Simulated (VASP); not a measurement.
# Ga2SeS2 (P-3m1) in VASP: further runs

Ga2SeS2 is run at these levels: PBE; tasks: single point, relaxation of cell and atoms.

All numbers are computed with VASP 6.6.1; they aren't measurements. Logs are shortened: lines on timing, memory, paths and dates and some standing lists are left out, and cuts for length are marked.

## Step 1: The cell of the first run

It takes space group P-3m1 (No. 164, trigonal). The conventional cell has a = 3.621 Å, b = 3.621 Å, c = 9.827 Å, α = 90.00°, β = 90.00°, γ = 120.00°. Within 3.1 Å of Ga (site symmetry 3m) lie 3 S at 2.38 Å and 3 Se at 2.79 Å. Se (site symmetry -3m) has 6 Ga at 2.79 Å and 6 Se at 3.62 Å and 6 S at 3.64 Å within 3.7 Å. Within 3.1 Å of S (site symmetry 3m) lie 3 Ga at 2.38 Å.

## Step 2: Single point, PBE

Input file INCAR:

```
  PREC = Accurate
  ENCUT = 520
  EDIFF = 1E-6
  ISMEAR = 0
  SIGMA = 0.1
  LREAL = F
  LASPH = T
  NELM = 60
  ALGO = Normal
  ISIF = 2
  LWAVE = F
  LCHARG = T
  GGA = PE
  LELF = T
  LVHAR = T
  NBANDS = 30
```

Input file KPOINTS:

```
regular mesh
0
Gamma
  6 6 4
```

Input file POSCAR:

```
Ga2SeS2
1.0
    3.6211163320      0.0000000024      0.0000000000
   -1.8105581681      3.1359787324      0.0000000000
    0.0000000000      0.0000000000      9.8265970726
Ga Se S
2 1 2
Direct
    0.3333333333      0.6666666667      0.1882438130
    0.6666666667      0.3333333333      0.8117561870
    0.0000000000      0.0000000000      0.0000000000
    0.3333333333      0.6666666667      0.6967673500
    0.6666666667      0.3333333333      0.3032326500
```

Potentials or basis: VASP PAW PBE potentials, release 64 (Ga_d, Se, S).

Run with:

```sh
cat potpaw_PBE.64/Ga_d/POTCAR potpaw_PBE.64/Se/POTCAR potpaw_PBE.64/S/POTCAR > POTCAR
mpirun -np 1 vasp_std > vasp.out
```

OUTCAR:

```text
PREC = Accurate
   ENCUT = 520
   EDIFF = 1E-6
   ISMEAR = 0
   LREAL = F
   LASPH = T
   NELM = 60
   ISIF = 2
   GGA = PE

 ion  position               nearest neighbor table
   1  0.333  0.667  0.188-   5 2.38   5 2.38   5 2.38   3 2.79   3 2.79   3 2.79
   2  0.667  0.333  0.812-   4 2.38   4 2.38   4 2.38   3 2.79   3 2.79   3 2.79
   3  0.000  0.000  0.000-   1 2.79   2 2.79   2 2.79   1 2.79   2 2.79   1 2.79
   4  0.333  0.667  0.697-   2 2.38   2 2.38   2 2.38
   5  0.667  0.333  0.303-   1 2.38   1 2.38   1 2.38

  LATTYP: Found a hexagonal cell.
 ALAT       =     3.6211163320
 C/A-ratio  =     2.7136927322

  Lattice vectors:

 A1 = (   3.6211163320,   0.0000000024,   0.0000000000)
 A2 = (  -1.8105581681,   3.1359787324,   0.0000000000)
 A3 = (   0.0000000000,   0.0000000000,   9.8265970726)

Analysis of symmetry for initial positions (statically):
=====================================================================
 Subroutine PRICEL returns:
 Original cell was already a primitive cell.

 Routine SETGRP: Setting up the symmetry group for a
 hexagonal supercell.

 Subroutine GETGRP returns: Found 12 space group operations
 (whereof 12 operations were pure point group operations)
 out of a pool of 24 trial point group operations.

The static configuration has the point symmetry D_3d.

Analysis of symmetry for dynamics (positions and initial velocities):
=====================================================================
 Subroutine PRICEL returns:
 Original cell was already a primitive cell.

 Routine SETGRP: Setting up the symmetry group for a
 hexagonal supercell.

 Subroutine GETGRP returns: Found 12 space group operations
 (whereof 12 operations were pure point group operations)
 out of a pool of 24 trial point group operations.

The dynamic configuration has the point symmetry D_3d.

 Subroutine INISYM returns: Found 12 space group operations
 (whereof 12 operations are pure point group operations),
 and found     1 'primitive' translations

----------------------------------------------------------------------------------------

                                     Primitive cell

  volume of cell :     111.5883

  direct lattice vectors                    reciprocal lattice vectors
     3.621116332  0.000000002  0.000000000     0.276157933  0.159439857  0.000000000
    -1.810558168  3.135978732  0.000000000    -0.000000000  0.318879713  0.000000000
     0.000000000  0.000000000  9.826597073     0.000000000  0.000000000  0.101764628

  length of vectors
     3.621116332  3.621116332  9.826597073     0.318879713  0.318879713  0.101764628

  position of ions in fractional coordinates (direct lattice)
     0.333333333  0.666666667  0.188243813
     0.666666667  0.333333333  0.811756187
     0.000000000  0.000000000  0.000000000
     0.333333333  0.666666667  0.696767350
     0.666666667  0.333333333  0.303232650

  ion indices of the primitive-cell ions
   primitive index   ion index
                 1           1
                 2           2
                 3           3
                 4           4
                 5           5

----------------------------------------------------------------------------------------

 KPOINTS: regular mesh

Automatic generation of k-mesh.
 Grid dimensions read from file:
 generate k-points for:    6    6    4

 Generating k-lattice:

  Cartesian coordinates                     Fractional coordinates (reciprocal lattice)
     0.046026322  0.026573309  0.000000000     0.166666667 -0.000000000  0.000000000
    -0.000000000  0.053146619  0.000000000     0.000000000  0.166666667  0.000000000
     0.000000000  0.000000000  0.025441157     0.000000000  0.000000000  0.250000000

  Length of vectors
     0.053146619  0.053146619  0.025441157

  Shift w.r.t. Gamma in fractional coordinates (k-lattice)
     0.000000000  0.000000000  0.000000000

 Subroutine IBZKPT returns following result:
 ===========================================

 Found     24 irreducible k-points:

 Following reciprocal coordinates:
            Coordinates               Weight
  0.000000  0.000000  0.000000      1.000000
  0.166667  0.000000  0.000000      6.000000
  0.333333  0.000000  0.000000      6.000000
  0.500000 -0.000000  0.000000      3.000000
  0.166667  0.166667  0.000000      6.000000
  0.333333  0.166667  0.000000     12.000000
[... 16 lines left out ...]
  0.333333  0.166667  0.500000     12.000000
  0.333333  0.333333  0.500000      2.000000
   k-points           NKPTS =     24   k-points in BZ     NKDIM =     24   number of bands    NBANDS=     30
   number of dos      NEDOS =    301   number of ions     NIONS =      5
   total plane-waves  NPLWV =  62720
   dimension x,y,z NGX =    28 NGY =   28 NGZ =   80
   dimension x,y,z NGXF=    56 NGYF=   56 NGZF=  160
   ions per type =               2   1   2
   NGX,Y,Z   is equivalent  to a cutoff of  12.85, 12.85, 13.53 a.u.
   NGXF,Y,Z  is equivalent  to a cutoff of  25.71, 25.71, 27.07 a.u.
 SYSTEM =  unknown system
   PREC   = accura    normal or accurate (medium, high low for compatibility)
   ISTART =      0    job   : 0-new  1-cont  2-samecut
   ICHARG =      2    charge: 1-file 2-atom 10-const
   ISPIN  =      1    spin polarized calculation?
   LNONCOLLINEAR =      F non collinear calculations
   LSORBIT =      F    spin-orbit coupling
   LASPH  =      T    aspherical Exc in radial PAW
   ENCUT  =  520.0 eV  38.22 Ry    6.18 a.u.   6.73  6.73 18.27*2*pi/ulx,y,z
   NELM   =     60;   NELMIN=  2; NELMDL= -5     # of ELM steps
   EDIFF  = 0.1E-05   stopping-criterion for ELM
   LREAL  =      F    real-space projection
   EDIFFG = 0.1E-04   stopping-criterion for IOM
   NSW    =      0    number of steps for IOM
   IBRION =     -1    ionic relax: 0-MD 1-quasi-New 2-CG
   NFREE  =      0    steps in history (QN), initial steepest desc. (CG)
   ISIF   =      2    stress and relaxation
   ISYM   =      2    0-nonsym 1-usesym 2-fastsym
   POTIM  = 0.5000    time-step for ionic-motion
   TEBEG  =    0.0;   TEEND  =   0.0 temperature during run
   PSTRESS=    0.0 pullay stress
   NELECT =      44.0000    total number of electrons
   NUPDOWN=      -1.0000    fix difference up-down
   EMIN   =  10.00;   EMAX   =-10.00  energy-range for DOS
   EFERMI =   0.00;   METHOD = LEGACY
   ISMEAR =     0;   SIGMA  =   0.10  broadening in eV -4-tet -1-fermi 0-gaus
   EFERMI_NEDOS =   21; number of points for ismear=-14 and -15
   IALGO  =     38    algorithm
   IMIX   =      4    mixing-type and parameters
     AMIX     =   0.40;   BMIX     =  1.00
     AMIX_MAG =   1.60;   BMIX_MAG =  1.00
  volume/ion in A,a.u.               =      22.32       150.61
  Fermi-wavevector in a.u.,A,eV,Ry     =   1.200474  2.268567 19.607875  1.441138
  Thomas-Fermi vector in A             =   2.336309
   LORBIT       =      0    0 simple, 1 ext, 2 COOP (PROOUT), +10 PAW based schemes
   GGA     = PE    functional components
   LHFCALC =     F    Hartree Fock is set to
   AEXX    =    0.0000 exact exchange contribution
   IVDW    =     0    specifies the selected vdW correction
   LEPSILON=     F    determine dielectric tensor
   LRPA    =     F    only Hartree local field effects (RPA)
 non-spin polarized calculation
 Gauss-broadening in eV      SIGMA  =   0.10
  energy-cutoff  :      520.00
  volume of cell :      111.59
 maximum number of plane-waves:      3049
 NGX is ok and might be reduce to    28
   NGX = 13   NGY = 13   NGZ = 37

 number of electron      43.9999989 magnetization

 Free energy of the ion-electron system (eV)
  ---------------------------------------------------
  ext. energy  EPLUGINS =         0.00000000
  ---------------------------------------------------
  free energy    TOTEN  =       -19.94583251 eV

  energy without entropy =      -19.93457040  energy(sigma->0) =      -19.94020145

 E-fermi :   3.2745     XC(G=0):  -9.3456

 val. band max:        3.2239636742   @ k =   0.5000  -0.0000   0.2500
 cond. band min:       3.2953979539   @ k =   0.0000   0.0000   0.0000
 fundamental gap:      0.0714342797
 Fermi energy:         3.2745317123

 k-point     1 :       0.0000    0.0000    0.0000
  band No.  band energies     occupation
      1     -11.4224      2.00000
      2     -11.4220      2.00000
      3     -11.4116      2.00000
      4     -11.4116      2.00000
      5     -11.4062      2.00000
      6     -11.4062      2.00000
[... 22 lines left out ...]
     29       9.2753      0.00000
     30       9.4993      0.00000

 k-point     2 :       0.1667    0.0000    0.0000
  band No.  band energies     occupation
      1     -11.5064      2.00000
      2     -11.4958      2.00000
      3     -11.4034      2.00000
      4     -11.3983      2.00000
      5     -11.3750      2.00000
      6     -11.3733      2.00000
[... 22 lines left out ...]
     29       9.9697      0.00000
     30      10.2867      0.00000

 k-point     3 :       0.3333    0.0000    0.0000
  band No.  band energies     occupation
      1     -11.6219      2.00000
      2     -11.5854      2.00000
      3     -11.3958      2.00000
      4     -11.3885      2.00000
      5     -11.3692      2.00000
      6     -11.3573      2.00000
[... 22 lines left out ...]
     29       9.6130      0.00000
     30      10.7859      0.00000

 k-point     4 :       0.5000   -0.0000    0.0000
  band No.  band energies     occupation
      1     -11.6707      2.00000
      2     -11.6221      2.00000
      3     -11.3954      2.00000
      4     -11.3861      2.00000
      5     -11.3741      2.00000
      6     -11.3608      2.00000
[... 616 lines left out ...]
     29      10.3306      0.00000
     30      10.8478      0.00000

 k-point    23 :       0.3333    0.1667    0.5000
  band No.  band energies     occupation
      1     -11.6362      2.00000
      2     -11.6095      2.00000
      3     -11.4398      2.00000
      4     -11.3986      2.00000
      5     -11.3561      2.00000
      6     -11.3472      2.00000
[... 22 lines left out ...]
     29      10.3645      0.00000
     30      10.7001      0.00000

 k-point    24 :       0.3333    0.3333    0.5000
  band No.  band energies     occupation
      1     -11.6137      2.00000
      2     -11.6137      2.00000
      3     -11.4907      2.00000
      4     -11.4097      2.00000
      5     -11.3343      2.00000
      6     -11.3343      2.00000
[... 22 lines left out ...]
     29      11.1750      0.00000
     30      11.1750      0.00000

------------------------ aborting loop because EDIFF is reached ----------------------------------------

  FORCE on cell =-STRESS in cart. coord.  units (eV):
  Direction    XX          YY          ZZ          XY          YZ          ZX
  --------------------------------------------------------------------------------------
  -------------------------------------------------------------------------------------
  Total       -0.0891824     -0.0891824      0.1128142      0.0000000      0.0000000     -0.0000000
  in kB       -1.2804746     -1.2804746      1.6197780      0.0000000      0.0000000     -0.0000000
  external PRESSURE =      -0.3137237 kB  Pullay stress =       0.0000000 kB

 VOLUME and BASIS-vectors are now :
 -----------------------------------------------------------------------------
  energy-cutoff  :      520.00
  volume of cell :      111.59
      direct lattice vectors                 reciprocal lattice vectors
     3.621116332  0.000000002  0.000000000     0.276157933  0.159439857  0.000000000
    -1.810558168  3.135978732  0.000000000    -0.000000000  0.318879713  0.000000000
     0.000000000  0.000000000  9.826597073     0.000000000  0.000000000  0.101764628

 POSITION                                       TOTAL-FORCE (eV/Angst)
 -----------------------------------------------------------------------------------
     -0.00000      2.09065      1.84980         0.000000     -0.000000      0.047074
      1.81056      1.04533      7.97680        -0.000000      0.000000     -0.047074
      0.00000      0.00000      0.00000         0.000000      0.000000      0.000000
     -0.00000      2.09065      6.84685        -0.000000      0.000000      0.022474
      1.81056      1.04533      2.97975         0.000000     -0.000000     -0.022474
 -----------------------------------------------------------------------------------
    total drift:                                0.000000      0.000000     -0.000000

  FREE ENERGIE OF THE ION-ELECTRON SYSTEM (eV)
  ---------------------------------------------------
  free  energy   TOTEN  =       -19.9458325052 eV

  energy  without entropy=      -19.9345704043  energy(sigma->0) =      -19.94020145
```

Wall time 44 s (1 thread of Intel Xeon 6975P-C (Granite Rapids), shared host); peak memory 0.27 GiB.

Results:

| Item | Value |
| --- | --- |
| Free energy | -19.9458 eV |
| Pressure | 0.0 GPa |
| Largest force | 0.047 eV/Å |
| Band gap on the k mesh | zero (band 22 reaches 3.30 eV, above the bottom of band 23 at 3.13 eV) |

Forces on the atoms (eV/Å):
```
Ga   0.000  0.000  0.047
Ga   0.000  0.000 -0.047
Se   0.000  0.000  0.000
S    0.000  0.000  0.022
S    0.000  0.000 -0.022
```

Stress tensor (GPa, compression positive):
```
-0.13  0.00  0.00
 0.00 -0.13  0.00
 0.00  0.00  0.16
```

Caveat: this functional lacks dispersion, which binds the layers, so the pressure and a relaxed spacing across them are unreliable.

## Step 3: Single point, PBE

This run uses another cell than the first one, of 23.25 Å³/atom, 1.042 times its volume.

Input file INCAR:

```
PREC = Accurate
ENCUT = 520
EDIFF = 1E-6
ISMEAR = 0
SIGMA = 0.1
LREAL = False
LASPH = True
NELM = 60
ALGO = Normal
ISIF = 2
LWAVE = False
LCHARG = False
GGA = PE
NBANDS = 30
```

Input file KPOINTS:

```
Automatic mesh
0
Gamma
  6 6 4
```

Input file POSCAR:

```
Ga2SeS2
1.0
    4.2993265300      0.0000000000      0.0000000000
   -2.1496632700      3.7233260000      0.0000000000
    0.0000000000      0.0000000000      7.2620157400
Ga Se S
2 1 2
Direct
    0.3333333300      0.6666666700      0.2604887500
    0.6666666700      0.3333333300      0.7395112500
    0.0000000000      0.0000000000      0.0000000000
    0.3333333300      0.6666666700      0.6304665200
    0.6666666700      0.3333333300      0.3695334800
```

Potentials or basis: VASP PAW PBE potentials, release 64 (Ga_d, Se, S).

Run with:

```sh
cat potpaw_PBE.64/Ga_d/POTCAR potpaw_PBE.64/Se/POTCAR potpaw_PBE.64/S/POTCAR > POTCAR
mpirun -np 1 vasp_std > vasp.out
```

Wall time 35 s (1 thread of Intel Xeon 6975P-C (Granite Rapids), shared host); peak memory 0.26 GiB.

It converged, with:

```
Free energy            : -17.6240 eV
Pressure               : -6.8 GPa
Largest force          : 0.501 eV/Å
Band gap on the k mesh : zero (band 22 reaches 3.20 eV, above the bottom of band 23 at 2.65 eV)
```

Forces on the atoms (eV/Å):
```
Ga   0.000  0.000 -0.060
Ga   0.000  0.000  0.060
Se   0.000  0.000  0.000
S    0.000  0.000  0.501
S    0.000  0.000 -0.501
```

Stress tensor (GPa, compression positive):
```
-9.00  0.00  0.00
 0.00 -9.00  0.00
 0.00  0.00 -2.25
```

Levels at points of the mesh, in eV from the Fermi level:
| k point | band 18 | band 19 | band 20 | band 21 | band 22 | band 23 | band 24 | band 25 | band 26 | band 27 |
| --- | --- | --- | --- | --- | --- | --- | --- | --- | --- | --- |
| (0.00, 0.00, 0.00) | -1.68 | -1.45 | -1.45 | -0.62 | -0.50 | -0.50 | 1.70 | 3.78 | 3.78 | 4.08 |
| (0.50, 0.00, 0.00) | -1.87 | -1.77 | -1.31 | -0.77 | -0.71 | -0.16 | 1.95 | 3.99 | 5.45 | 5.75 |
| (0.00, 0.00, 0.50) | -2.17 | -1.46 | -1.46 | -0.51 | -0.51 | 1.25 | 1.36 | 2.39 | 3.00 | 3.00 |
| (0.50, 0.00, 0.50) | -2.43 | -2.38 | -2.22 | -0.19 | 0.06 | 0.55 | 0.63 | 3.56 | 5.49 | 5.64 |

## Step 4: Single point, PBE

This run uses another cell than the first one, of 23.16 Å³/atom, 1.038 times its volume.

Input file INCAR:

```
ALGO = Normal
EDIFF = 1E-6
ENCUT = 520
GGA = PE
ISIF = 2
ISMEAR = 0
LASPH = T
LCHARG = F
LREAL = F
LWAVE = F
NBANDS = 30
NELM = 60
PREC = Accurate
SIGMA = 0.1
```

Input file KPOINTS:

```
k-points
0
Gamma
  12 12 4
```

Input file POSCAR:

```
Ga2SeS2
1.0
    3.6214639653      0.0000000000      0.0000000000
   -1.8107319826      3.1362797928      0.0000000000
    0.0000000000      0.0000000000     10.1938013394
Ga Se S
2 1 2
Direct
    0.3333333333      0.6666666667      0.1804588671
    0.6666666667      0.3333333333      0.8195411329
    0.0000000000      0.0000000000      0.0000000000
    0.3333333333      0.6666666667      0.7088355876
    0.6666666667      0.3333333333      0.2911644124
```

Run with:

```sh
cat potpaw_PBE.64/Ga_d/POTCAR potpaw_PBE.64/Se/POTCAR potpaw_PBE.64/S/POTCAR > POTCAR
mpirun -np 1 vasp_std > vasp.out
```

Wall time 2.1 min (1 thread of Intel Xeon 6975P-C (Granite Rapids), shared host); peak memory 0.37 GiB.

It converged, with:

```yaml
Free_energy: -19.9711 eV
Pressure: 0.0 GPa
Largest_force: 0.010 eV/Å
Band_gap_on_the_k_mesh: zero (band 22 reaches 2.98 eV, above the bottom of band 23 at 2.84 eV)
```

Forces on the atoms (eV/Å):
```
Ga   0.000  0.000  0.010
Ga   0.000  0.000 -0.010
Se   0.000  0.000  0.000
S    0.000  0.000 -0.002
S    0.000  0.000  0.002
```

Levels at points of the mesh, in eV from the Fermi level:
| k point | band 18 | band 19 | band 20 | band 21 | band 22 | band 23 | band 24 | band 25 | band 26 | band 27 |
| --- | --- | --- | --- | --- | --- | --- | --- | --- | --- | --- |
| (0.00, 0.00, 0.00) | -1.10 | -1.10 | -0.88 | -0.01 | -0.01 | 1.39 | 2.85 | 3.71 | 4.92 | 4.92 |
| (0.50, 0.00, 0.00) | -2.69 | -2.66 | -2.33 | -1.02 | -0.58 | -0.15 | 2.29 | 3.74 | 5.44 | 5.72 |
| (0.00, 0.00, 0.50) | -1.12 | -1.11 | -1.11 | -0.01 | -0.01 | 1.80 | 2.75 | 3.70 | 4.91 | 4.91 |
| (0.50, 0.00, 0.50) | -2.73 | -2.73 | -2.34 | -0.88 | -0.57 | -0.04 | 2.17 | 3.66 | 5.40 | 5.84 |

Caveat: this functional lacks dispersion, which binds the layers, so the pressure and a relaxed spacing across them are unreliable.

(Part 1 of 2 ends here.)
